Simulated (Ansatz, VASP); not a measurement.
# HgH2: VASP beside Ansatz

```xyz
6
Lattice="3.7585 0.0000 0.0000 0.0000 3.7585 0.0000 0.0000 0.0000 7.0437" Properties=species:S:1:pos:R:3 pbc="T T T"
Hg    0.0000    1.8792    5.9319
Hg    1.8792    0.0000    1.1118
H     0.0000    0.0000    0.0000
H     1.8792    1.8792    0.0000
H     0.0000    1.8792    4.2801
H     1.8792    0.0000    2.7635
```

Alike in both runs: functional PBE; k mesh 6 × 6 × 4; occupations gaussian, width 0.1 eV; no spin polarisation.

Ansatz relaxed the structure, and its values are those at the end. VASP's run is a single point on that final structure, the one shown.

```csv
,VASP,Ansatz
version,VASP 6.6.1,Ansatz 0.2.0
potentials or method,"VASP PAW PBE potentials, release 64 (Hg, H), cutoff 520 eV","scalar-relativistic, plane waves, PAW"
valence electrons in the cell,28,44
```

Ansatz gave:

```
gap on the k mesh at the Fermi level (eV) : none
pressure (GPa)                            : 0.1
rms of the force components (eV/Å)        : 0.006
```

Task: Estimate VASP's values.

Result: gap on the k mesh at the Fermi level (eV): none; pressure (GPa): 0.2; rms of the force components (eV/Å): 0.033.

A gap of «none» marks a metal or a gap that the smearing closes. The functional is the same, so the differences come from potentials, cutoffs and numerics. VASP's potentials hold 28 valence electrons a cell and Ansatz's 44, so a difference there can come from the potentials and not from the codes.

Neither program's run includes spin-orbit coupling.
